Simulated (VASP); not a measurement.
# Ta3N (P1) in VASP: single point with PBEsol

Aim: the single point of Ta3N with PBEsol.

Everything below comes from runs of VASP 6.6.1. Logs are shortened: lines on timing, memory, paths and dates and some standing lists are left out, and cuts for length are marked.

**1. The cell of the first run**

The typed cell holds 4 atoms: a = 3.001 Å, b = 3.001 Å, c = 7.450 Å, α = 90.00°, β = 90.00°, γ = 120.00°.

**2. Single point, PBEsol (atoms displaced along a vibrational mode)**

The input, INCAR:

```
PREC = Accurate
ENCUT = 520
EDIFF = 1E-6
ISMEAR = 0
SIGMA = 0.15
LREAL = F
LASPH = T
NELM = 60
ALGO = Fast
ISIF = 2
LWAVE = F
LCHARG = T
GGA = PS
LELF = T
LVHAR = T
NBANDS = 27
```

The input, KPOINTS:

```
Automatic mesh
0
Gamma
  18 18 8
```

The input, POSCAR:

```
Ta3N
1.0
    3.0005045844      0.0000000000      0.0000000000
   -1.5002522922      2.5985131942      0.0000000000
    0.0000000000      0.0000000000      7.4499251172
Ta N
3 1
Direct
    0.1301028757      0.0952419152      0.5000000000
    0.2705257310      0.6206883107      0.1725859884
    0.6038590643      0.2873549773      0.8274140116
   -0.0579734826     -0.0424395348      0.0000000000
```

Potentials or basis: VASP PAW PBE potentials, release 64 (Ta_pv, N).

Run with:

```
> cat potpaw_PBE.64/Ta_pv/POTCAR potpaw_PBE.64/N/POTCAR > POTCAR
> mpirun -np 1 vasp_std > vasp.out
```

OUTCAR:

```text
PREC = Accurate
   ENCUT = 520
   EDIFF = 1E-6
   ISMEAR = 0
   LREAL = F
   LASPH = T
   NELM = 60
   ISIF = 2
   GGA = PS

 ion  position               nearest neighbor table
   1  0.130  0.095  0.500-   3 2.74   2 2.82   2 2.96   3 3.11   3 3.24   2 3.31
   2  0.271  0.621  0.173-   4 2.15   4 2.15   4 2.17   1 2.82   1 2.96   3 3.10   3 3.10   3 3.10
                             1 3.31
   3  0.604  0.287  0.827-   4 2.15   4 2.16   4 2.16   1 2.74   2 3.10   2 3.10   2 3.10   1 3.11
                             1 3.24
   4  0.942  0.958  0.000-   3 2.15   2 2.15   2 2.15   3 2.16   3 2.16   2 2.17

  LATTYP: Found a hexagonal cell.
 ALAT       =     3.0005045844
 C/A-ratio  =     2.4828907631

  Lattice vectors:

 A1 = (   3.0005045844,   0.0000000000,   0.0000000000)
 A2 = (  -1.5002522922,   2.5985131942,   0.0000000000)
 A3 = (   0.0000000000,   0.0000000000,   7.4499251172)

Analysis of symmetry for initial positions (statically):
=====================================================================
 Subroutine PRICEL returns:
 Original cell was already a primitive cell.

 Routine SETGRP: Setting up the symmetry group for a
 hexagonal supercell.

 Subroutine GETGRP returns: Found  1 space group operations
 (whereof  1 operations were pure point group operations)
 out of a pool of 24 trial point group operations.

The static configuration has the point symmetry C_1 .

Analysis of symmetry for dynamics (positions and initial velocities):
=====================================================================
 Subroutine PRICEL returns:
 Original cell was already a primitive cell.

 Routine SETGRP: Setting up the symmetry group for a
 hexagonal supercell.

 Subroutine GETGRP returns: Found  1 space group operations
 (whereof  1 operations were pure point group operations)
 out of a pool of 24 trial point group operations.

The dynamic configuration has the point symmetry C_1 .

 Subroutine INISYM returns: Found  1 space group operations
 (whereof  1 operations are pure point group operations),
 and found     1 'primitive' translations

----------------------------------------------------------------------------------------

                                     Primitive cell

  volume of cell :      58.0860

  direct lattice vectors                    reciprocal lattice vectors
[... 89 lines left out ...]
   ENCUT  =  520.0 eV  38.22 Ry    6.18 a.u.   5.58  5.58 13.85*2*pi/ulx,y,z
   NELM   =     60;   NELMIN=  2; NELMDL= -5     # of ELM steps
   EDIFF  = 0.1E-05   stopping-criterion for ELM
   LREAL  =      F    real-space projection
   EDIFFG = 0.1E-04   stopping-criterion for IOM
   NSW    =      0    number of steps for IOM
   IBRION =     -1    ionic relax: 0-MD 1-quasi-New 2-CG
   NFREE  =      0    steps in history (QN), initial steepest desc. (CG)
   ISIF   =      2    stress and relaxation
   ISYM   =      2    0-nonsym 1-usesym 2-fastsym
   POTIM  = 0.5000    time-step for ionic-motion
   TEBEG  =    0.0;   TEEND  =   0.0 temperature during run
   PSTRESS=    0.0 pullay stress
   NELECT =      38.0000    total number of electrons
   NUPDOWN=      -1.0000    fix difference up-down
   EMIN   =  10.00;   EMAX   =-10.00  energy-range for DOS
   EFERMI =   0.00;   METHOD = LEGACY
   ISMEAR =     0;   SIGMA  =   0.15  broadening in eV -4-tet -1-fermi 0-gaus
   EFERMI_NEDOS =   21; number of points for ismear=-14 and -15
   IALGO  =     68    algorithm
   IMIX   =      4    mixing-type and parameters
     AMIX     =   0.40;   BMIX     =  1.00
     AMIX_MAG =   1.60;   BMIX_MAG =  1.00
  volume/ion in A,a.u.               =      14.52        98.00
  Fermi-wavevector in a.u.,A,eV,Ry     =   1.421169  2.685620 27.479968  2.019721
  Thomas-Fermi vector in A             =   2.542007
   LORBIT       =      0    0 simple, 1 ext, 2 COOP (PROOUT), +10 PAW based schemes
   GGA     = PS    functional components
   LHFCALC =     F    Hartree Fock is set to
   AEXX    =    0.0000 exact exchange contribution
   IVDW    =     0    specifies the selected vdW correction
   LEPSILON=     F    determine dielectric tensor
   LRPA    =     F    only Hartree local field effects (RPA)
 non-spin polarized calculation
 RMM-DIIS sequential band-by-band and
 Gauss-broadening in eV      SIGMA  =   0.15
  energy-cutoff  :      520.00
  volume of cell :       58.09
 maximum number of plane-waves:      1608
   NGX = 11   NGY = 11   NGZ = 27

 number of electron      37.9999998 magnetization

 Free energy of the ion-electron system (eV)
  ---------------------------------------------------
  ext. energy  EPLUGINS =         0.00000000
  ---------------------------------------------------
  free energy    TOTEN  =       -48.37736331 eV

  energy without entropy =      -48.34637298  energy(sigma->0) =      -48.36186815

 E-fermi :   6.7199     XC(G=0): -12.9606

 val. band max:        6.7195199882   @ k =   0.2222  -0.3889  -0.3750
 cond. band min:       6.7200725128   @ k =  -0.2778   0.4444  -0.1250
 fundamental gap:      0.0005525247
 Fermi energy:         6.7198945308

 k-point     1 :       0.0000    0.0000    0.0000
  band No.  band energies     occupation
      1     -28.4008      2.00000
      2     -28.1074      2.00000
      3     -27.6936      2.00000
      4     -27.6854      2.00000
      5     -27.6348      2.00000
      6     -27.6278      2.00000
[... 709 lines left out ...]
     26      11.6813      0.00000
     27      12.2019      0.00000

 [... further k-points ...]

------------------------ aborting loop because EDIFF is reached ----------------------------------------

  FORCE on cell =-STRESS in cart. coord.  units (eV):
  Direction    XX          YY          ZZ          XY          YZ          ZX
  --------------------------------------------------------------------------------------
  -------------------------------------------------------------------------------------
  Total        0.3713865      0.1906773      1.0263531     -0.4671270     -0.1555087      2.2607257
  in kB       10.2439055      5.2594272     28.3097634    -12.8847047     -4.2893774     62.3573036
  external PRESSURE =      14.6043654 kB  Pullay stress =       0.0000000 kB

 VOLUME and BASIS-vectors are now :
 -----------------------------------------------------------------------------
  energy-cutoff  :      520.00
  volume of cell :       58.09
      direct lattice vectors                 reciprocal lattice vectors
     3.000504584  0.000000000  0.000000000     0.333277278  0.192417726  0.000000000
    -1.500252292  2.598513194  0.000000000     0.000000000  0.384835452  0.000000000
     0.000000000  0.000000000  7.449925117     0.000000000  0.000000000  0.134229537

 POSITION                                       TOTAL-FORCE (eV/Angst)
 -----------------------------------------------------------------------------------
      0.24749      0.24749      3.72496        -0.198616     -0.125445     -0.258082
     -0.11948      1.61287      1.28575        -0.204621      0.107590      0.409311
      1.38078      0.74670      6.16417         0.511166      0.138860     -0.183402
      1.38997      2.48823      0.00000        -0.107929     -0.121006      0.032174
 -----------------------------------------------------------------------------------
    total drift:                                0.000075     -0.000247      0.000024

  FREE ENERGIE OF THE ION-ELECTRON SYSTEM (eV)
  ---------------------------------------------------
  free  energy   TOTEN  =       -48.3773633128 eV

  energy  without entropy=      -48.3463729809  energy(sigma->0) =      -48.36186815
```

stdout:

```text
POSCAR found type information on POSCAR TaN
 POSCAR found :  2 types and       4 ions
 scaLAPACK will be used
 -----------------------------------------------------------------------------
|                                                                             |
|                                                                             |
|     You enforced a specific xc type in the INCAR file but a different       |
|     I HOPE YOU KNOW WHAT YOU ARE DOING!                                     |
|                                                                             |
 -----------------------------------------------------------------------------

 LDA part: xc-table for (Slater+PW92), standard interpolation
 POSCAR, INCAR and KPOINTS ok, starting setup
 FFT: planning ... GRIDC
 FFT: planning ... GRID_SOFT
 FFT: planning ... GRID
 WAVECAR not read
 entering main loop
```

Run time: 22 min. Hardware: 1 thread of AMD EPYC 9755, shared host; peak memory 1.5 GiB.

What came out:

```yaml
Free_energy: -48.3774 eV
Pressure: 1.5 GPa
Largest_force: 0.561 eV/Å
Band_gap_on_the_k_mesh: zero (bands 19 and 20 overlap by 0.72 eV)
```

Forces on the atoms (eV/Å):
```
Ta  -0.199 -0.125 -0.258
Ta  -0.205  0.108  0.409
Ta   0.511  0.139 -0.183
N   -0.108 -0.121  0.032
```

Stress tensor (GPa, compression positive):
```
 1.02 -1.29  6.24
-1.29  0.53 -0.43
 6.24 -0.43  2.83
```

Levels at points of the mesh, in eV from the Fermi level:
| k point | band 17 | band 18 | band 19 | band 20 | band 21 | band 22 |
| --- | --- | --- | --- | --- | --- | --- |
| (0.00, 0.00, 0.00) | -0.82 | -0.45 | -0.36 | 0.29 | 0.44 | 1.33 |
| (0.50, 0.00, 0.00) | -1.01 | -0.68 | 0.17 | 0.75 | 1.12 | 3.66 |
| (0.00, 0.50, 0.00) | -1.13 | -0.79 | -0.04 | 0.84 | 1.57 | 3.79 |
| (0.50, 0.50, 0.00) | -1.17 | -1.02 | -0.10 | 0.90 | 1.94 | 3.82 |
| (0.00, 0.00, 0.50) | -1.28 | -0.36 | -0.13 | 0.83 | 0.96 | 1.02 |
| (0.50, 0.00, 0.50) | -1.70 | -0.87 | 0.25 | 1.25 | 1.49 | 2.61 |
| (0.00, 0.50, 0.50) | -1.62 | -0.92 | 0.20 | 0.82 | 1.83 | 2.91 |
| (0.50, 0.50, 0.50) | -1.43 | -1.13 | 0.18 | 0.53 | 2.11 | 3.04 |

Caveat: the cell differs from its parent crystal (atoms displaced along a vibrational mode); the PAW data sets were made with another functional, which shifts forces and pressure a little; spin-orbit coupling is left out, which moves the levels of the heavy elements.
